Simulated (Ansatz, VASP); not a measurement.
**TePb: VASP beside Ansatz**

The input POSCAR:

```
TePb
1.0
    3.9376598571      0.0000000000      0.0000000000
    0.0000000000      3.9376598571      0.0000000000
    0.0000000000      0.0000000000      3.9376598571
Te Pb
1 1
Direct
    0.5000000000      0.5000000000      0.5000000000
    0.0000000000      0.0000000000      0.0000000000
```

INCAR.step1

```
SYSTEM = TePb
PREC = Accurate ; ENCUT = 520
ISMEAR = 0 ; SIGMA = 0.05
LREAL = .FALSE. ; LASPH = .TRUE.
NELM = 80 ; NBANDS = 17
GGA = PE ; ALGO = Normal
EDIFF = 1E-4 ; LWAVE = .TRUE.
LCHARG = .FALSE.
```

File INCAR.step2:

```
SYSTEM = TePb
PREC = Accurate ; ENCUT = 520
EDIFF = 1E-6 ; ISMEAR = 0
SIGMA = 0.05 ; LREAL = .FALSE.
LASPH = .TRUE. ; NELM = 80
ALGO = Normal ; ISIF = 2
LWAVE = .FALSE. ; LCHARG = .FALSE.
METAGGA = R2SCAN ; LMIXTAU = .TRUE.
NBANDS = 17 ; ISTART = 1
```

File KPOINTS:

```
Automatic mesh
0
G
  8 8 8
  0 0 0
```

Input for Ansatz:

```yaml
crystal:
  lattice:
    - [3.9376598571, 0.0, 0.0]
    - [0.0, 3.9376598571, 0.0]
    - [0.0, 0.0, 3.9376598571]
  atoms:
    - { symbol: Te, position: [0.5, 0.5, 0.5] }
    - { symbol: Pb, position: [0.0, 0.0, 0.0] }
basis:
  ecutwfc: 500
  ecutrho_ratio: 4
kpoints:
  mp_grid: { grid: [8, 8, 8] }
hamiltonian:
  xc: r2scan
scf:
  occupations: { method: gaussian, width: 0.05 }
output:
  forces: true
  stress: true
  eigenvalues: true
```

Alike in both runs: task single point; functional r2SCAN; k mesh 8 × 8 × 8; occupations gaussian, width 0.05 eV; no spin polarisation.

```csv
,VASP,Ansatz
version,VASP 6.6.1,Ansatz 0.2.0
potentials or method,"VASP PAW PBE potentials, release 64 (Te, Pb_d), cutoff 520 eV","scalar-relativistic, plane waves, PAW"
valence electrons in the cell,20,30
```

```csv
,VASP,Ansatz,Ansatz less VASP
gap on the k mesh at the Fermi level (eV),none,none,-
pressure (GPa),2.0,2.0,-0.02
```

VASP's potentials were made for PBE, not for r2SCAN. A gap of «none» marks a metal or a gap that the smearing closes. VASP's potentials hold 20 valence electrons a cell and Ansatz's 30, so a difference there can come from the potentials and not from the codes.

Spin-orbit coupling is off throughout.
